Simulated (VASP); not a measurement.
# Si (Fd-3m) in VASP: a series of runs

Si is run at these levels: r2SCAN; tasks: single point, relaxation of volume and atoms at fixed shape.

Everything below comes from runs of VASP 6.6.1. Logs are shortened: lines on timing, memory, paths and dates and some standing lists are left out, and cuts for length are marked.

### 1 The cell of the first run

The structure is cubic, space group Fd-3m (No. 227). Conventional cell: a = 5.445 Å, b = 5.445 Å, c = 5.445 Å, α = 90.00°, β = 90.00°, γ = 90.00°. Within 3.1 Å of Si (site symmetry -43m) lie 4 Si at 2.36 Å.

### 2 Single point, r2SCAN

Contents of POSCAR:

```
Si
1.0
    0.0000000000      2.7222991352      2.7222991352
    2.7222991352      0.0000000000      2.7222991352
    2.7222991352      2.7222991352      0.0000000000
Si
2
Direct
    0.7500000000      0.7500000000      0.7500000000
    0.5000000000      0.5000000000      0.5000000000
```

Contents of INCAR.step1:

```
PREC = Accurate ; ENCUT = 520
ISMEAR = -1 ; SIGMA = 0.02
LREAL = F ; LASPH = T
NELM = 80 ; NBANDS = 11
GGA = PE ; ALGO = Normal
EDIFF = 1E-4 ; LWAVE = T
LCHARG = F
```

Contents of INCAR.step2:

```
PREC = Accurate ; ENCUT = 520
EDIFF = 1E-6 ; ISMEAR = -1
SIGMA = 0.02 ; LREAL = F
LASPH = T ; NELM = 80
ALGO = Normal ; ISIF = 2
LWAVE = F ; LCHARG = F
METAGGA = R2SCAN ; LMIXTAU = T
NBANDS = 11 ; ISTART = 1
```

Contents of KPOINTS:

```
Automatic mesh
0
Gamma
  7 7 7
```

Potentials or basis: VASP PAW PBE potentials, release 64 (Si).

Started as:

```bash
$ cat potpaw_PBE.64/Si/POTCAR > POTCAR
$ cp INCAR.step1 INCAR
$ mpirun -np 1 vasp_std > vasp.out
$ cp INCAR.step2 INCAR
$ mpirun -np 1 vasp_std > vasp.out
```

OUTCAR:

```text
PREC = Accurate
   ENCUT = 520
   EDIFF = 1E-6
   ISMEAR = -1
   LREAL = F
   LASPH = T
   NELM = 80
   ISIF = 2
   METAGGA = R2SCAN
   ISTART = 1

 ion  position               nearest neighbor table
   1  0.750  0.750  0.750-   2 2.36   2 2.36   2 2.36   2 2.36
   2  0.500  0.500  0.500-   1 2.36   1 2.36   1 2.36   1 2.36

  LATTYP: Found a face centered cubic cell.
 ALAT       =     5.4445982704

  Lattice vectors:

 A1 = (   0.0000000000,   2.7222991352,   2.7222991352)
 A2 = (   2.7222991352,   0.0000000000,   2.7222991352)
 A3 = (   2.7222991352,   2.7222991352,   0.0000000000)

Analysis of symmetry for initial positions (statically):
=====================================================================
 Subroutine PRICEL returns:
 Original cell was already a primitive cell.

 Routine SETGRP: Setting up the symmetry group for a
 face centered cubic supercell.

 Subroutine GETGRP returns: Found 48 space group operations
 (whereof 24 operations were pure point group operations)
 out of a pool of 48 trial point group operations.

The static configuration has the point symmetry T_d .
 The point group associated with its full space group is O_h .

Analysis of symmetry for dynamics (positions and initial velocities):
=====================================================================
 Subroutine PRICEL returns:
 Original cell was already a primitive cell.

 Routine SETGRP: Setting up the symmetry group for a
 face centered cubic supercell.

 Subroutine GETGRP returns: Found 48 space group operations
 (whereof 24 operations were pure point group operations)
 out of a pool of 48 trial point group operations.

The dynamic configuration has the point symmetry T_d .
 The point group associated with its full space group is O_h .

 Subroutine INISYM returns: Found 48 space group operations
 (whereof 24 operations are pure point group operations),
 and found     1 'primitive' translations

----------------------------------------------------------------------------------------

                                     Primitive cell

  volume of cell :      40.3494

  direct lattice vectors                    reciprocal lattice vectors
     0.000000000  2.722299135  2.722299135    -0.183668280  0.183668280  0.183668280
     2.722299135  0.000000000  2.722299135     0.183668280 -0.183668280  0.183668280
     2.722299135  2.722299135  0.000000000     0.183668280  0.183668280 -0.183668280

  length of vectors
     3.849912358  3.849912358  3.849912358     0.318122793  0.318122793  0.318122793

  position of ions in fractional coordinates (direct lattice)
     0.750000000  0.750000000  0.750000000
     0.500000000  0.500000000  0.500000000

  ion indices of the primitive-cell ions
   primitive index   ion index
                 1           1
                 2           2

----------------------------------------------------------------------------------------

 KPOINTS: Automatic mesh

Automatic generation of k-mesh.
 Grid dimensions read from file:
 generate k-points for:    7    7    7

 Generating k-lattice:

  Cartesian coordinates                     Fractional coordinates (reciprocal lattice)
    -0.026238326  0.026238326  0.026238326     0.142857143  0.000000000  0.000000000
     0.026238326 -0.026238326  0.026238326     0.000000000  0.142857143  0.000000000
     0.026238326  0.026238326 -0.026238326     0.000000000  0.000000000  0.142857143

  Length of vectors
     0.045446113  0.045446113  0.045446113

  Shift w.r.t. Gamma in fractional coordinates (k-lattice)
     0.000000000  0.000000000  0.000000000

 Subroutine IBZKPT returns following result:
 ===========================================

 Found     20 irreducible k-points:

 Following reciprocal coordinates:
            Coordinates               Weight
  0.000000  0.000000  0.000000      1.000000
  0.142857  0.000000  0.000000      8.000000
  0.285714  0.000000  0.000000      8.000000
  0.428571  0.000000  0.000000      8.000000
  0.142857  0.142857  0.000000      6.000000
  0.285714  0.142857  0.000000     24.000000
[... 12 lines left out ...]
 -0.428571  0.428571  0.142857     24.000000
 -0.285714  0.428571  0.142857     24.000000
   k-points           NKPTS =     20   k-points in BZ     NKDIM =     20   number of bands    NBANDS=     11
   number of dos      NEDOS =    301   number of ions     NIONS =      2
   total plane-waves  NPLWV =  27000
   dimension x,y,z NGX =    30 NGY =   30 NGZ =   30
   dimension x,y,z NGXF=    60 NGYF=   60 NGZF=   60
   ions per type =               2
   NGX,Y,Z   is equivalent  to a cutoff of  12.95, 12.95, 12.95 a.u.
   NGXF,Y,Z  is equivalent  to a cutoff of  25.91, 25.91, 25.91 a.u.
 SYSTEM =  unknown system
   PREC   = accura    normal or accurate (medium, high low for compatibility)
   ISTART =      1    job   : 0-new  1-cont  2-samecut
   ICHARG =      0    charge: 1-file 2-atom 10-const
   ISPIN  =      1    spin polarized calculation?
   LNONCOLLINEAR =      F non collinear calculations
   LSORBIT =      F    spin-orbit coupling
   LASPH  =      T    aspherical Exc in radial PAW
   ENCUT  =  520.0 eV  38.22 Ry    6.18 a.u.   7.16  7.16  7.16*2*pi/ulx,y,z
   NELM   =     80;   NELMIN=  2; NELMDL=  0     # of ELM steps
   EDIFF  = 0.1E-05   stopping-criterion for ELM
   LREAL  =      F    real-space projection
   EDIFFG = 0.1E-04   stopping-criterion for IOM
   NSW    =      0    number of steps for IOM
   IBRION =     -1    ionic relax: 0-MD 1-quasi-New 2-CG
   NFREE  =      0    steps in history (QN), initial steepest desc. (CG)
   ISIF   =      2    stress and relaxation
   ISYM   =      2    0-nonsym 1-usesym 2-fastsym
   POTIM  = 0.5000    time-step for ionic-motion
   TEBEG  =    0.0;   TEEND  =   0.0 temperature during run
   PSTRESS=    0.0 pullay stress
   NELECT =       8.0000    total number of electrons
   NUPDOWN=      -1.0000    fix difference up-down
   EMIN   =  10.00;   EMAX   =-10.00  energy-range for DOS
   EFERMI =   0.00;   METHOD = LEGACY
   ISMEAR =    -1;   SIGMA  =   0.02  broadening in eV -4-tet -1-fermi 0-gaus
   EFERMI_NEDOS =   21; number of points for ismear=-14 and -15
   IALGO  =     38    algorithm
   IMIX   =      4    mixing-type and parameters
     AMIX     =   0.40;   BMIX     =  1.00
     AMIX_MAG =   1.60;   BMIX_MAG =  1.00
  volume/ion in A,a.u.               =      20.17       136.15
  Fermi-wavevector in a.u.,A,eV,Ry     =   0.954609  1.803950 12.398702  0.911279
  Thomas-Fermi vector in A             =   2.083372
   LORBIT       =      0    0 simple, 1 ext, 2 COOP (PROOUT), +10 PAW based schemes
   METAGGA = R2SCAN    functional components
   LHFCALC =     F    Hartree Fock is set to
   AEXX    =    0.0000 exact exchange contribution
   IVDW    =     0    specifies the selected vdW correction
   LEPSILON=     F    determine dielectric tensor
   LRPA    =     F    only Hartree local field effects (RPA)
 non-spin polarized calculation
  energy-cutoff  :      520.00
  volume of cell :       40.35
 maximum number of plane-waves:      1096
 NGX is ok and might be reduce to    30
   NGX = 15   NGY = 15   NGZ = 15

 number of electron       8.0000001 magnetization

 Free energy of the ion-electron system (eV)
  ---------------------------------------------------
  ext. energy  EPLUGINS =         0.00000000
  ---------------------------------------------------
  free energy    TOTEN  =       -17.54219865 eV

  energy without entropy =      -17.54219865  energy(sigma->0) =      -17.54219865

 E-fermi :   6.0563     XC(G=0):  -9.8229

 val. band max:        5.6627128538   @ k =   0.0000   0.0000   0.0000
 cond. band min:       6.4493664538   @ k =   0.4286   0.4286   0.0000
 fundamental gap:      0.7866536000
 Fermi energy:         6.0562565289

 k-point     1 :       0.0000    0.0000    0.0000
  band No.  band energies     occupation
      1      -6.8090      2.00000
      2       5.6627      2.00000
      3       5.6627      2.00000
      4       5.6627      2.00000
      5       8.4170      0.00000
      6       8.4170      0.00000
      7       8.4170      0.00000
      8       9.5579      0.00000
      9      13.7842      0.00000
     10      13.7842      0.00000
     11      14.3282      0.00000

 k-point     2 :       0.1429    0.0000    0.0000
  band No.  band energies     occupation
      1      -6.5307      2.00000
      2       3.6844      2.00000
      3       5.2879      2.00000
      4       5.2879      2.00000
      5       8.3917      0.00000
      6       8.9662      0.00000
      7       8.9662      0.00000
      8      11.1936      0.00000
      9      13.2324      0.00000
     10      13.2324      0.00000
     11      15.2867      0.00000

 k-point     3 :       0.2857    0.0000    0.0000
  band No.  band energies     occupation
      1      -5.7291      2.00000
      2       0.9526      2.00000
      3       4.7426      2.00000
      4       4.7426      2.00000
      5       7.8830      0.00000
      6       9.4493      0.00000
      7       9.4493      0.00000
      8      13.5637      0.00000
      9      13.5637      0.00000
     10      13.7126      0.00000
     11      15.2491      0.00000

 k-point     4 :       0.4286    0.0000    0.0000
  band No.  band energies     occupation
      1      -4.6422      2.00000
      2      -1.1704      2.00000
      3       4.4357      2.00000
      4       4.4357      2.00000
      5       7.5604      0.00000
      6       9.2948      0.00000
      7       9.2948      0.00000
      8      14.0505      0.00000
      9      15.6980      0.00000
     10      15.6980      0.00000
     11      16.9668      0.00000
[... 183 lines left out ...]
 k-point    18 :      -0.4286    0.2857    0.1429
  band No.  band energies     occupation
      1      -3.9233      2.00000
      2      -1.0156      2.00000
      3       1.8464      2.00000
      4       3.2387      2.00000
      5       9.0195      0.00000
      6       9.4589      0.00000
      7      11.5424      0.00000
      8      12.7012      0.00000
      9      14.5533      0.00000
     10      16.2798      0.00000
     11      18.6039      0.00000

 k-point    19 :      -0.4286    0.4286    0.1429
  band No.  band energies     occupation
      1      -3.3544      2.00000
      2      -1.3503      2.00000
      3       1.9259      2.00000
      4       2.3467      2.00000
      5       8.1280      0.00000
      6       8.5222      0.00000
      7      12.2566      0.00000
      8      14.9283      0.00000
      9      15.3646      0.00000
     10      17.4082      0.00000
     11      18.9034      0.00000

 k-point    20 :      -0.2857    0.4286    0.1429
  band No.  band energies     occupation
      1      -2.8975      2.00000
      2      -1.7677      2.00000
      3       1.2695      2.00000
      4       2.4448      2.00000
      5       8.6807      0.00000
      6      10.8588      0.00000
      7      11.7391      0.00000
      8      11.8808      0.00000
      9      15.3234      0.00000
     10      16.5572      0.00000
     11      19.6766      0.00000

------------------------ aborting loop because EDIFF is reached ----------------------------------------

  FORCE on cell =-STRESS in cart. coord.  units (eV):
  Direction    XX          YY          ZZ          XY          YZ          ZX
  --------------------------------------------------------------------------------------
  -------------------------------------------------------------------------------------
  Total       -0.0591014     -0.0591014     -0.0591014      0.0000000      0.0000000      0.0000000
  in kB       -2.3467720     -2.3467720     -2.3467720      0.0000000      0.0000000      0.0000000
  external PRESSURE =      -2.3467720 kB  Pullay stress =       0.0000000 kB

 VOLUME and BASIS-vectors are now :
 -----------------------------------------------------------------------------
  energy-cutoff  :      520.00
  volume of cell :       40.35
      direct lattice vectors                 reciprocal lattice vectors
     0.000000000  2.722299135  2.722299135    -0.183668280  0.183668280  0.183668280
     2.722299135  0.000000000  2.722299135     0.183668280 -0.183668280  0.183668280
     2.722299135  2.722299135  0.000000000     0.183668280  0.183668280 -0.183668280

 POSITION                                       TOTAL-FORCE (eV/Angst)
 -----------------------------------------------------------------------------------
      4.08345      4.08345      4.08345         0.000000     -0.000000     -0.000000
      2.72230      2.72230      2.72230        -0.000000      0.000000      0.000000
 -----------------------------------------------------------------------------------
    total drift:                                0.000000     -0.000000     -0.000000

  FREE ENERGIE OF THE ION-ELECTRON SYSTEM (eV)
  ---------------------------------------------------
  free  energy   TOTEN  =       -17.5421986499 eV

  energy  without entropy=      -17.5421986498  energy(sigma->0) =      -17.54219865
```

Wall time 17 s (1 thread of Intel Xeon 6975P-C (Granite Rapids), shared host); peak memory 0.16 GiB.

Results:

```
Free energy            : -17.5422 eV
Pressure               : -0.2 GPa
Band gap on the k mesh : 0.79 eV (least direct gap 2.75 eV)
```

Caveat: the PAW data sets were made with another functional, which shifts forces and pressure a little; an odd mesh through Γ misses points on the zone boundary, where band edges can lie.

### 3 Relaxation of volume and atoms at fixed shape, r2SCAN

This run uses another cell than the first one, of 19.98 Å³/atom.

Contents of POSCAR:

```
Si
1.0
    0.0000000000      2.7135600000      2.7135600000
    2.7135600000      0.0000000000      2.7135600000
    2.7135600000      2.7135600000      0.0000000000
Si
2
Direct
    0.7500000000      0.7500000000      0.7500000000
    0.5000000000      0.5000000000      0.5000000000
```

Contents of INCAR.step1:

```
SYSTEM = Si
PREC = Accurate ; ENCUT = 600
ISMEAR = -1 ; SIGMA = 0.02
LREAL = .FALSE. ; LASPH = .TRUE.
NELM = 80 ; GGA = PE
ALGO = Normal ; EDIFF = 1E-4
LWAVE = .TRUE. ; LCHARG = .FALSE.
```

Contents of INCAR.step2:

```
SYSTEM = Si
PREC = Accurate ; ENCUT = 600
EDIFF = 1E-6 ; ISMEAR = -1
SIGMA = 0.02 ; LREAL = .FALSE.
LASPH = .TRUE. ; NELM = 80
ALGO = Normal ; ISIF = 8
LWAVE = .FALSE. ; LCHARG = .FALSE.
METAGGA = R2SCAN ; LMIXTAU = .TRUE.
IBRION = 2 ; NSW = 80
EDIFFG = -0.02 ; ISTART = 1
```

Contents of KPOINTS:

```
regular mesh
0
G
  7 7 7
  0 0 0
```

Potentials or basis: VASP PAW PBE potentials, release 64 (Si).

Started as:

```bash
$ cat potpaw_PBE.64/Si/POTCAR > POTCAR
$ cp INCAR.step1 INCAR
$ mpirun -np 1 vasp_std > vasp.out
$ cp INCAR.step2 INCAR
$ mpirun -np 1 vasp_std > vasp.out
```

Run time: 27 s. Hardware: 1 thread of Intel Xeon 6975P-C (Granite Rapids), shared host; peak memory 0.17 GiB.

The run converged. Its results:

| Quantity | Value |
| --- | --- |
| Free energy | -17.5420 eV |
| Relaxed volume | 20.13 Å³/atom |
| Relaxed cell | a = 3.847 Å, b = 3.847 Å, c = 3.847 Å, α = 60.00°, β = 60.00°, γ = 60.00° |
| Space group after relaxing (to 0.1 Å) | Fd-3m (No. 227) |
| Energy gained by relaxing | 0.3 meV/atom |
| Ionic steps | 3 |
| Pressure after relaxing | 0.0 GPa |
| Band gap on the k mesh | 0.78 eV (least direct gap 2.76 eV) |

Step by step:
| step | energy change (eV) | largest force (eV/Å) | pressure (GPa) | volume (Å³) |
| --- | --- | --- | --- | --- |
| 1 | 0.0000 | 0.0000 | 0.72 | 39.96 |
| 2 | -0.0002 | 0.0000 | -0.55 | 40.48 |
| 3 | -0.0006 | 0.0000 | 0.00 | 40.25 |

Final structure:
```
Si
1.0
     0.00000    2.72007    2.72007
     2.72007    0.00000    2.72007
     2.72007    2.72007    0.00000
Si
2
Direct
  0.75000 0.75000 0.75000
  0.50000 0.50000 0.50000
```

Levels at points of the mesh, in eV from the valence-band top:
```
           k point  band 1  band 2  band 3  band 4  band 5  band 6  band 7  band 8
(0.00, 0.00, 0.00)  -12.49    0.00    0.00    0.00    2.76    2.76    2.76    3.93
```

Caveat: the PAW data sets were made with another functional, which shifts forces and pressure a little; an odd mesh through Γ misses points on the zone boundary, where band edges can lie.
